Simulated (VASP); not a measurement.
Bi: single point with LDA

Bi:

```
Bi
1.0
    -4.23007    4.23007    1.45436
     4.23007   -4.23007    1.45436
     4.23007    4.23007   -1.45436
Bi
1
Direct
  0.00000 0.00000 0.00000
```

| Item | Value |
| --- | --- |
| Program | VASP 6.6.1 |
| Task | single point |
| Functional | LDA |
| Potentials or basis | VASP PAW LDA potentials, release 64 (Bi_d) |
| Cutoff | 520 eV |
| k mesh | 6 × 6 × 6 |
| Occupations | methfessel-paxton, width 0.1 eV |
| Spin | no spin polarisation |
| Dipole correction | no |
| Further INCAR settings | ALGO = Normal; EDIFF = 1e-06; NBANDS = 14 |

```yaml
Pressure: -0.1 GPa
Band_gap_on_the_k_mesh: zero (an odd number of electrons rules out a gap without spin polarisation)
```

Levels at points of the mesh, in eV from the Fermi level:
| k point | band 4 | band 5 | band 6 | band 7 | band 8 | band 9 | band 10 | band 11 | band 12 | band 13 |
| --- | --- | --- | --- | --- | --- | --- | --- | --- | --- | --- |
| (0.00, 0.00, 0.00) | -21.57 | -21.57 | -10.92 | -0.67 | -0.67 | 3.21 | 5.06 | 7.83 | 8.36 | 8.36 |
| (0.50, 0.00, 0.00) | -21.80 | -21.36 | -7.54 | -2.80 | 2.30 | 2.31 | 6.51 | 6.76 | 8.53 | 9.53 |
| (0.50, 0.50, 0.00) | -21.57 | -21.57 | -10.91 | -1.08 | -0.63 | 4.29 | 5.50 | 6.31 | 8.23 | 8.23 |
| (0.50, 0.50, 0.50) | -21.57 | -21.57 | -10.90 | -1.01 | -1.01 | 4.35 | 6.99 | 6.99 | 7.63 | 8.90 |

Run time: 110 s on 1 thread of Intel Xeon 8259CL (shared host), peak memory 0.25 GiB.

Caveat: the k points lie up to 0.38 Å⁻¹ apart, too coarse for converged energies and pressures of a metal; spin-orbit coupling is left out, which moves the levels of the heavy elements.
